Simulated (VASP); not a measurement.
Input of a VASP 6.6.1 run:

Contents of INCAR:

```
ALGO     = Normal         # electronic algorithm
EDIFF    = 1E-6           # SCF threshold, eV
ENCUT    = 520            # plane-wave cutoff, eV
GGA      = RP             # functional
ISIF     = 2              # what is computed and relaxed
ISMEAR   = -1             # smearing method
ISPIN    = 2              # spin polarisation
LASPH    = True           # aspherical terms in the spheres
LCHARG   = False          # write CHGCAR
LMAXMIX  = 4              # l up to which the mixer works
LORBIT   = 11             # projections on sites
LREAL    = False          # projectors in reciprocal space
LWAVE    = False          # write WAVECAR
MAGMOM   = 0.71 0.71      # initial moments
NBANDS   = 21             # bands
NELM     = 150            # most SCF steps
PREC     = Accurate       # precision mode
SIGMA    = 0.05           # smearing width, eV
```

File KPOINTS:

```
k-points
0
Gamma
  16 16 9
```

The input POSCAR:

```
Ni
1.0
    2.5136382340      0.0000000000      0.0000000000
   -1.2568191170      2.1768745665      0.0000000000
    0.0000000000      0.0000000000      4.1160354827
Ni
2
Direct
    0.3333333333      0.6666666667      0.2500000000
    0.6666666667      0.3333333333      0.7500000000
```

Potentials or basis: VASP PAW PBE potentials, release 64 (Ni).

The run is started by

```sh
$ cat potpaw_PBE.64/Ni/POTCAR > POTCAR
$ mpirun -np 1 vasp_std > vasp.out
```

Task: Estimate the pressure.

Result: -0.1 GPa.

Task: What does it give for the net moment?

Result: 1.29 μB per cell.

Stress tensor (GPa, compression positive):
```
-0.32  0.00  0.00
 0.00 -0.32  0.00
 0.00  0.00  0.30
```

Caveat: the PAW data sets were made with another functional, which shifts forces and pressure a little.
